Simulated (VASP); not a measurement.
# HPt6 in VASP: further runs

The runs below take HPt6 through single point, with PBE.

Program: VASP 6.6.1. These are calculated values, not measurements. Logs are shortened: lines on timing, memory, paths and dates and some standing lists are left out, and cuts for length are marked.

## Step 1: The cell of the first run

The cell holds a slab with vacuum, 14 atoms: a = 5.614 Å, b = 5.614 Å, c = 22.619 Å, α = 90.00°, β = 90.00°, γ = 120.00°.

## Step 2: Single point, PBE

INCAR reads:

```
SYSTEM = HPt6
PREC = Accurate
ENCUT = 520
EDIFF = 1E-6
ISMEAR = 0
SIGMA = 0.1
LREAL = .FALSE.
LASPH = .TRUE.
NELM = 80
ALGO = Normal
ISIF = 2
LWAVE = .FALSE.
LCHARG = .FALSE.
LDIPOL = .TRUE.
IDIPOL = 3
DIPOL = 0.5 0.5 0.296
GGA = PE
NBANDS = 74
```

KPOINTS reads:

```
regular mesh
0
G
  6 6 1
  0 0 0
```

POSCAR reads:

```
HPt6
1.0
    5.6143281343      0.0000000000      0.0000000000
   -2.8071640672      4.8621507895      0.0000000000
    0.0000000000      0.0000000000     22.6192653717
Pt H
12 2
Direct
    0.3333333333      0.1666666667      0.1768404028
    0.3333333333      0.6666666667      0.1768404028
    0.8333333333      0.1666666667      0.1768404028
    0.8333333333      0.6666666667      0.1768404028
    0.1666666667      0.3333333333      0.2789526245
    0.1666666667      0.8333333333      0.2789526245
    0.6666666667      0.3333333333      0.2789526245
    0.6666666667      0.8333333333      0.2789526245
    0.0000000000      0.0000000000      0.3810585901
    0.0000000000      0.5000000000      0.3810585901
    0.5000000000      0.0000000000      0.3810585901
    0.5000000000      0.5000000000      0.3810585901
    0.2114368192      0.4228736384      0.4009531354
    0.2885631808      0.5771263616      0.4009531354
```

Potentials or basis: VASP PAW PBE potentials, release 64 (Pt, H).

Run with:

```bash
$ cat potpaw_PBE.64/Pt/POTCAR potpaw_PBE.64/H/POTCAR > POTCAR
$ mpirun -np 1 vasp_std > vasp.out
```

OUTCAR:

```text
SYSTEM = HPt6
   PREC = Accurate
   ENCUT = 520
   EDIFF = 1E-6
   ISMEAR = 0
   LREAL = .FALSE.
   LASPH = .TRUE.
   NELM = 80
   ISIF = 2
   GGA = PE

 ion  position               nearest neighbor table
   1  0.333  0.167  0.177-   4 2.81   4 2.81   3 2.81   3 2.81   2 2.81   2 2.81   5 2.82   7 2.82
                             6 2.82
   2  0.333  0.667  0.177-   3 2.81   3 2.81   4 2.81   4 2.81   1 2.81   1 2.81   6 2.82   8 2.82
                             5 2.82
   3  0.833  0.167  0.177-   2 2.81   2 2.81   1 2.81   1 2.81   4 2.81   4 2.81   7 2.82   5 2.82
                             8 2.82
   4  0.833  0.667  0.177-   1 2.81   1 2.81   2 2.81   2 2.81   3 2.81   3 2.81   8 2.82   6 2.82
                             7 2.82
   5  0.167  0.333  0.279-   8 2.81   8 2.81   7 2.81   7 2.81   6 2.81   6 2.81  12 2.82   9 2.82
                            10 2.82   1 2.82   3 2.82   2 2.82
   6  0.167  0.833  0.279-   7 2.81   7 2.81   8 2.81   8 2.81   5 2.81   5 2.81  11 2.82  10 2.82
                             9 2.82   2 2.82   4 2.82   1 2.82
   7  0.667  0.333  0.279-   6 2.81   6 2.81   5 2.81   5 2.81   8 2.81   8 2.81  10 2.82  11 2.82
                            12 2.82   3 2.82   1 2.82   4 2.82
   8  0.667  0.833  0.279-   5 2.81   5 2.81   6 2.81   6 2.81   7 2.81   7 2.81   9 2.82  12 2.82
                            11 2.82   4 2.82   2 2.82   3 2.82
   9  0.000  0.000  0.381-  13 2.10  12 2.81  12 2.81  11 2.81  11 2.81  10 2.81  10 2.81   8 2.82
                             5 2.82   6 2.82
  10  0.000  0.500  0.381-  14 1.52  13 1.52  11 2.81  11 2.81  12 2.81  12 2.81   9 2.81   9 2.81
                             7 2.82   6 2.82   5 2.82
  11  0.500  0.000  0.381-  14 2.10  10 2.81  10 2.81   9 2.81   9 2.81  12 2.81  12 2.81   6 2.82
                             7 2.82   8 2.82
  12  0.500  0.500  0.381-  13 1.52  14 1.52   9 2.81   9 2.81  10 2.81  10 2.81  11 2.81  11 2.81
                             5 2.82   8 2.82   7 2.82
  13  0.211  0.423  0.401-  14 0.75  12 1.52  10 1.52   9 2.10
  14  0.289  0.577  0.401-  13 0.75  10 1.52  12 1.52  11 2.10

  LATTYP: Found a hexagonal cell.
 ALAT       =     5.6143281343
 C/A-ratio  =     4.0288463429

  Lattice vectors:

 A1 = (   5.6143281343,   0.0000000000,   0.0000000000)
 A2 = (  -2.8071640672,   4.8621507895,   0.0000000000)
 A3 = (   0.0000000000,   0.0000000000,  22.6192653717)

Analysis of symmetry for initial positions (statically):
=====================================================================
 Subroutine PRICEL returns:
 Original cell was already a primitive cell.

 Routine SETGRP: Setting up the symmetry group for a
 hexagonal supercell.

 Subroutine GETGRP returns: Found  2 space group operations
 (whereof  2 operations were pure point group operations)
 out of a pool of 24 trial point group operations.

The static configuration has the point symmetry C_1h.

Analysis of symmetry for dynamics (positions and initial velocities):
=====================================================================
 Subroutine PRICEL returns:
 Original cell was already a primitive cell.

 Routine SETGRP: Setting up the symmetry group for a
 hexagonal supercell.

 Subroutine GETGRP returns: Found  2 space group operations
 (whereof  2 operations were pure point group operations)
 out of a pool of 24 trial point group operations.

The dynamic configuration has the point symmetry C_1h.

 Subroutine INISYM returns: Found  2 space group operations
 (whereof  2 operations are pure point group operations),
 and found     1 'primitive' translations

----------------------------------------------------------------------------------------

                                     Primitive cell

  volume of cell :     617.4541

  direct lattice vectors                    reciprocal lattice vectors
     5.614328134  0.000000000  0.000000000     0.178115703  0.102835149  0.000000000
    -2.807164067  4.862150790  0.000000000     0.000000000  0.205670298  0.000000000
     0.000000000  0.000000000 22.619265372     0.000000000  0.000000000  0.044210101

  length of vectors
     5.614328134  5.614328134 22.619265372     0.205670298  0.205670298  0.044210101

  position of ions in fractional coordinates (direct lattice)
     0.333333333  0.166666667  0.176840403
     0.333333333  0.666666667  0.176840403
     0.833333333  0.166666667  0.176840403
[... 60 lines left out ...]
  0.333333  0.000000  0.000000      4.000000
  0.000000  0.333333  0.000000      2.000000
  0.500000  0.000000  0.000000      2.000000
  0.000000  0.500000  0.000000      1.000000
  0.166667  0.166667  0.000000      4.000000
 -0.333333  0.166667  0.000000      2.000000
  0.333333  0.166667  0.000000      4.000000
 -0.166667  0.500000  0.000000      4.000000
  0.500000  0.333333  0.000000      4.000000
  0.333333  0.333333  0.000000      2.000000
   k-points           NKPTS =     13   k-points in BZ     NKDIM =     13   number of bands    NBANDS=     74
   number of dos      NEDOS =    301   number of ions     NIONS =     14
   total plane-waves  NPLWV = 296352
   dimension x,y,z NGX =    42 NGY =   42 NGZ =  168
   dimension x,y,z NGXF=    84 NGYF=   84 NGZF=  336
   ions per type =              12   2
   NGX,Y,Z   is equivalent  to a cutoff of  12.44, 12.44, 12.35 a.u.
   NGXF,Y,Z  is equivalent  to a cutoff of  24.87, 24.87, 24.70 a.u.
 SYSTEM =  HPt6
   PREC   = accura    normal or accurate (medium, high low for compatibility)
   ISTART =      0    job   : 0-new  1-cont  2-samecut
   ICHARG =      2    charge: 1-file 2-atom 10-const
   ISPIN  =      1    spin polarized calculation?
   LNONCOLLINEAR =      F non collinear calculations
   LSORBIT =      F    spin-orbit coupling
   LASPH  =      T    aspherical Exc in radial PAW
   ENCUT  =  520.0 eV  38.22 Ry    6.18 a.u.  10.44 10.44 42.06*2*pi/ulx,y,z
   NELM   =     80;   NELMIN=  2; NELMDL= -5     # of ELM steps
   EDIFF  = 0.1E-05   stopping-criterion for ELM
   LREAL  =      F    real-space projection
   EDIFFG = 0.1E-04   stopping-criterion for IOM
   NSW    =      0    number of steps for IOM
   IBRION =     -1    ionic relax: 0-MD 1-quasi-New 2-CG
   NFREE  =      0    steps in history (QN), initial steepest desc. (CG)
   ISIF   =      2    stress and relaxation
   ISYM   =      2    0-nonsym 1-usesym 2-fastsym
   POTIM  = 0.5000    time-step for ionic-motion
   TEBEG  =    0.0;   TEEND  =   0.0 temperature during run
   PSTRESS=    0.0 pullay stress
   NELECT =     122.0000    total number of electrons
   NUPDOWN=      -1.0000    fix difference up-down
   EMIN   =  10.00;   EMAX   =-10.00  energy-range for DOS
   EFERMI =   0.00;   METHOD = LEGACY
   ISMEAR =     0;   SIGMA  =   0.10  broadening in eV -4-tet -1-fermi 0-gaus
   EFERMI_NEDOS =   21; number of points for ismear=-14 and -15
   IALGO  =     38    algorithm
   IMIX   =      4    mixing-type and parameters
     AMIX     =   0.40;   BMIX     =  1.00
     AMIX_MAG =   1.60;   BMIX_MAG =  1.00
  volume/ion in A,a.u.               =      44.10       297.63
  Fermi-wavevector in a.u.,A,eV,Ry     =   0.953513  1.801878 12.370236  0.909187
  Thomas-Fermi vector in A             =   2.082175
   LORBIT       =      0    0 simple, 1 ext, 2 COOP (PROOUT), +10 PAW based schemes
   GGA     = PE    functional components
   LHFCALC =     F    Hartree Fock is set to
   AEXX    =    0.0000 exact exchange contribution
   IVDW    =     0    specifies the selected vdW correction
   LEPSILON=     F    determine dielectric tensor
   LRPA    =     F    only Hartree local field effects (RPA)
 non-spin polarized calculation
 Gauss-broadening in eV      SIGMA  =   0.10
  energy-cutoff  :      520.00
  volume of cell :      617.45
 maximum number of plane-waves:     16729
 NGX is ok and might be reduce to    42
   NGX = 21   NGY = 21   NGZ = 85

 dipolmoment           0.000000      0.000000      0.081097 electrons x Angstroem

 number of electron     121.9999984 magnetization

 dipolmoment           0.000000      0.000000     -0.036929 electrons x Angstroem

 Free energy of the ion-electron system (eV)
  ---------------------------------------------------
  ext. energy  EPLUGINS =         0.00000000
  ---------------------------------------------------
  free energy    TOTEN  =       -71.68670911 eV

  energy without entropy =      -71.54610617  energy(sigma->0) =      -71.61640764

 E-fermi :  -0.7383     XC(G=0):  -4.8721

 val. band max:       -0.7407756277   @ k =   0.0000   0.0000   0.0000
 cond. band min:      -0.7308882010   @ k =   0.5000   0.0000   0.0000
 fundamental gap:      0.0098874267
 Fermi energy:        -0.7383382334

 k-point     1 :       0.0000    0.0000    0.0000
  band No.  band energies     occupation
      1     -15.0327      2.00000
      2      -9.4027      2.00000
      3      -7.9295      2.00000
      4      -7.6397      2.00000
      5      -7.2457      2.00000
      6      -6.9742      2.00000
[... 977 lines left out ...]
     72       4.2987      0.00000
     73       4.4630      0.00000
 [bands above 73 left out]

------------------------ aborting loop because EDIFF is reached ----------------------------------------

 vacuum level on the upper side and lower side of the slab       (xc-potential included)        -0.280        -0.032

  FORCE on cell =-STRESS in cart. coord.  units (eV):
  Direction    XX          YY          ZZ          XY          YZ          ZX
  --------------------------------------------------------------------------------------
  -------------------------------------------------------------------------------------
  Total        6.3713379     -5.8784189      5.4894127      0.0000000      0.0104022     -0.0000000
  in kB       16.5324229    -15.2533909     14.2439931      0.0000000      0.0269917     -0.0000000
  external PRESSURE =       5.1743417 kB  Pullay stress =       0.0000000 kB

 VOLUME and BASIS-vectors are now :
 -----------------------------------------------------------------------------
  energy-cutoff  :      520.00
  volume of cell :      617.45
      direct lattice vectors                 reciprocal lattice vectors
     5.614328134  0.000000000  0.000000000     0.178115703  0.102835149  0.000000000
    -2.807164067  4.862150790  0.000000000     0.000000000  0.205670298  0.000000000
     0.000000000  0.000000000 22.619265372     0.000000000  0.000000000  0.044210101

 POSITION                                       TOTAL-FORCE (eV/Angst)
 -----------------------------------------------------------------------------------
      1.40358      0.81036      4.00000         0.010542      0.012423     -0.101095
     -0.00000      3.24143      4.00000        -0.000000      0.015623     -0.006364
      4.21075      0.81036      4.00000        -0.010542      0.012423     -0.101095
      2.80716      3.24143      4.00000         0.000000     -0.032901      0.059076
      0.00000      1.62072      6.30970         0.000000     -0.131908     -0.550106
     -1.40358      4.05179      6.30970        -0.024703      0.123172     -0.216151
      2.80716      1.62072      6.30970         0.000000     -0.120885     -0.107106
      1.40358      4.05179      6.30970         0.024703      0.123172     -0.216151
      0.00000      0.00000      8.61927         0.000000     -0.813272     -0.174716
     -1.40358      2.43108      8.61927        -7.781304     -0.061551     -1.915277
      2.80716      0.00000      8.61927        -0.000000      0.867857     -0.274268
      1.40358      2.43108      8.61927         7.781304     -0.061551     -1.915277
     -0.00000      2.05608      9.06927         0.000000     -7.808175      2.809089
     -0.00000      2.80608      9.06927        -0.000000      7.875572      2.709441
 -----------------------------------------------------------------------------------
    total drift:                               -0.000000     -0.000006     -0.000164

  FREE ENERGIE OF THE ION-ELECTRON SYSTEM (eV)
  ---------------------------------------------------
  free  energy   TOTEN  =       -71.6867091147 eV

  energy  without entropy=      -71.5461061661  energy(sigma->0) =      -71.61640764

 vacuum level on the upper side and lower side of the slab         4.722         4.972
```

It took 55 min on 1 thread of Intel Xeon 8259CL, shared host; peak memory 0.9 GiB.

What came out:

```yaml
Free_energy: -71.6867 eV
Largest_force: 8.329 eV/Å
Band_gap_on_the_k_mesh: zero (bands 61 and 62 overlap by 0.59 eV)
```

Forces on the atoms (eV/Å):
```
Pt   0.011  0.012 -0.101
Pt   0.000  0.016 -0.006
Pt  -0.011  0.012 -0.101
Pt   0.000 -0.033  0.059
Pt   0.000 -0.132 -0.550
Pt  -0.025  0.123 -0.216
Pt   0.000 -0.121 -0.107
Pt   0.025  0.123 -0.216
Pt   0.000 -0.813 -0.175
Pt  -7.781 -0.062 -1.915
Pt   0.000  0.868 -0.274
Pt   7.781 -0.062 -1.915
H    0.000 -7.808  2.809
H    0.000  7.876  2.709
```

Levels at points of the mesh, in eV from the Fermi level:
| k point | band 59 | band 60 | band 61 | band 62 | band 63 | band 64 |
| --- | --- | --- | --- | --- | --- | --- |
| (0.00, 0.00, 0.00) | 0.27 | 0.30 | 0.34 | 0.59 | 0.60 | 0.61 |
| (0.50, 0.00, 0.00) | -0.21 | -0.16 | -0.02 | 0.01 | 0.23 | 0.26 |
| (0.00, 0.50, 0.00) | -0.43 | -0.11 | -0.10 | 0.05 | 0.20 | 0.26 |

Caveat: spin-orbit coupling is left out, which moves the levels of the heavy elements.

## Step 3: Single point, PBE

INCAR reads:

```
  PREC = Accurate
  ENCUT = 520
  EDIFF = 1E-6
  ISMEAR = 0
  SIGMA = 0.1
  LREAL = False
  LASPH = True
  NELM = 80
  ALGO = Normal
  ISIF = 2
  LWAVE = False
  LCHARG = True
  LDIPOL = True
  IDIPOL = 3
  DIPOL = 0.5 0.5 0.316
  GGA = PE
  LELF = True
  LVHAR = True
  LVACPOTAV = True
  NBANDS = 74
```

KPOINTS reads:

```
Automatic mesh
0
Gamma
  6 6 1
```

POSCAR: that of step 2 with these lines changed.

```diff
@@ -20,3 +20,3 @@
     0.5000000000      0.5000000000      0.3810585901
-    0.2114368192      0.4228736384      0.4009531354
-    0.2885631808      0.5771263616      0.4009531354
+    0.2114368192      0.4228736384      0.5402149526
+    0.2885631808      0.5771263616      0.5402149526
```

Potentials or basis: VASP PAW PBE potentials, release 64 (Pt, H).

Run with:

```bash
$ cat potpaw_PBE.64/Pt/POTCAR potpaw_PBE.64/H/POTCAR > POTCAR
$ mpirun -np 1 vasp_std > vasp.out
```

Wall time 54 min (1 thread of Intel Xeon 8259CL, shared host); peak memory 0.9 GiB.

The run converged. Its results:

```
Free energy            : -74.7820 eV
Largest force          : 0.017 eV/Å
Band gap on the k mesh : zero (bands 61 and 62 overlap by 0.75 eV)
```

Forces on the atoms (eV/Å):
```
Pt  -0.001  0.000  0.016
Pt   0.000 -0.001  0.015
Pt   0.001  0.000  0.016
Pt   0.000  0.001  0.015
Pt   0.000  0.000 -0.003
Pt   0.001 -0.001 -0.001
Pt   0.000  0.001 -0.005
Pt  -0.001 -0.001 -0.001
Pt   0.000 -0.001 -0.016
Pt  -0.001  0.001 -0.015
Pt   0.000 -0.001 -0.017
Pt   0.001  0.001 -0.015
H    0.000 -0.013  0.005
H    0.000  0.013  0.005
```

Levels at points of the mesh, in eV from the Fermi level:
```
           k point  band 57  band 58  band 59  band 60  band 61  band 62  band 63  band 64  band 65  band 66
(0.00, 0.00, 0.00)     0.20     0.20     0.54     0.54     0.55     0.59     0.59     0.59     0.97     1.25
(0.50, 0.00, 0.00)    -0.71    -0.57    -0.56    -0.11    -0.10     0.03     0.03     0.27     0.27     1.70
(0.00, 0.50, 0.00)    -0.71    -0.57    -0.56    -0.11    -0.10     0.03     0.03     0.27     0.27     1.70
```

Caveat: spin-orbit coupling is left out, which moves the levels of the heavy elements.

## Step 4: Single point, PBE

INCAR reads:

```
SYSTEM = HPt6
ALGO = Normal
DIPOL = 0.5 0.5 0.304
EDIFF = 1E-6
ENCUT = 520
GGA = PE
IDIPOL = 3
ISIF = 2
ISMEAR = 0
LASPH = .True.
LCHARG = .False.
LDIPOL = .True.
LREAL = .False.
LWAVE = .False.
NBANDS = 74
NELM = 80
PREC = Accurate
SIGMA = 0.1
```

KPOINTS reads:

```
k-points
0
Gamma
  6 6 1
  0 0 0
```

POSCAR: that of step 3 with these lines changed.

```diff
@@ -20,3 +20,3 @@
     0.5000000000      0.5000000000      0.3810585901
-    0.2114368192      0.4228736384      0.5402149526
-    0.2885631808      0.5771263616      0.5402149526
+    0.1892758446      0.3785516892      0.4575420643
+    0.3107241554      0.6214483108      0.4575420643
```

Run with:

```bash
$ cat potpaw_PBE.64/Pt/POTCAR potpaw_PBE.64/H/POTCAR > POTCAR
$ mpirun -np 1 vasp_std > vasp.out
```

Wall time 40 min (1 thread of Intel Xeon Platinum 8488C (Sapphire Rapids), shared host); peak memory 0.86 GiB.

Results (log left out):

* Free energy: -73.8764 eV
* Largest force: 1.981 eV/Å
* Band gap on the k mesh: zero (bands 61 and 62 overlap by 0.76 eV)

Forces in eV/Å, atoms in the order of the input:
```
Pt   0.044  0.006 -0.029
Pt   0.000  0.028  0.053
Pt  -0.044  0.006 -0.029
Pt   0.000 -0.004  0.111
Pt   0.000 -0.105 -0.301
Pt  -0.014  0.049 -0.032
Pt   0.000  0.052  0.263
Pt   0.014  0.049 -0.032
Pt   0.000 -0.052  0.103
Pt   0.084 -0.015  0.776
Pt   0.000  0.019  0.076
Pt  -0.084 -0.015  0.776
H    0.000  1.758 -0.854
H    0.000 -1.775 -0.881
```

Levels at points of the mesh, in eV from the Fermi level:
| k point | band 57 | band 58 | band 59 | band 60 | band 61 | band 62 | band 63 | band 64 | band 65 | band 66 |
| --- | --- | --- | --- | --- | --- | --- | --- | --- | --- | --- |
| (0.00, 0.00, 0.00) | 0.21 | 0.22 | 0.44 | 0.47 | 0.50 | 0.57 | 0.57 | 0.57 | 0.81 | 1.07 |
| (0.50, 0.00, 0.00) | -0.73 | -0.70 | -0.25 | -0.18 | -0.01 | 0.01 | 0.16 | 0.25 | 0.27 | 1.36 |
| (0.00, 0.50, 0.00) | -0.71 | -0.69 | -0.25 | -0.18 | -0.03 | 0.03 | 0.09 | 0.24 | 0.25 | 1.41 |

Caveat: spin-orbit coupling is left out, which moves the levels of the heavy elements.

## Step 5: Summary

| cell | gap on the mesh (eV) | largest force (eV/Å) |
| --- | --- | --- |
| as given, atomic positions A | none | 8.33 |
| as given, atomic positions B | none | 0.02 |
| as given, atomic positions C | none | 1.98 |

Alike in all rows: task single point; level PBE; potentials or basis VASP PAW PBE potentials, release 64 (Pt, H); no spin polarisation; k mesh 6 × 6 × 1; cutoff (eV) 520; smearing gaussian 0.1 eV.

Caveats: spin-orbit coupling is left out, which moves the levels of the heavy elements.

Absolute energies hang on the potentials; compare differences alone.
